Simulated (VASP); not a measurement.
Runs of VASP 6.6.1 on Ge. The structure is that of space group I4_1/amd (No. 141), or close to it. The cells are those of the table. 

```tsv
cell	gap on the mesh (eV)	pressure (GPa)
a = 3.952, b = 3.952, c = 4.113 Å, angles 58.6, 58.6, 62.7°, 2 atoms	none	0.7
a = 4.251, b = 4.251, c = 3.665 Å, angles 64.5, 64.5, 51.1°, 2 atoms	none	1.3
a = 4.074, b = 4.074, c = 3.875 Å, angles 61.6, 61.6, 56.8°, 2 atoms	none	0.8
a = 3.897, b = 3.897, c = 4.346 Å, angles 56.1, 56.1, 67.8°, 2 atoms	none	(a)
```

Alike in all rows: task single point; level r2SCAN; potentials or basis VASP PAW PBE potentials, release 64 (Ge_d); no spin polarisation; k mesh 12 × 12 × 12; cutoff (eV) 520; smearing gaussian 0.05 eV.

Q: Estimate the missing entries.

A: (a) -0.4.

Caveats: the PAW data sets were made with another functional, which shifts forces and pressure a little; semilocal functionals underestimate gaps, and a narrow one can read as zero (at least some runs); the stress differs along the axes, from -1 to 5 GPa (at least some runs); the stress differs along the axes, from -14 to 9 GPa (at least some runs); the stress differs along the axes, from -5 to 4 GPa (at least some runs); the stress differs along the axes, from -4 to 6 GPa (at least some runs).

A k mesh can miss the band edges, and the runs leave out spin-orbit coupling on Ge.

A gap of «none» marks levels without a gap at the run's occupations.
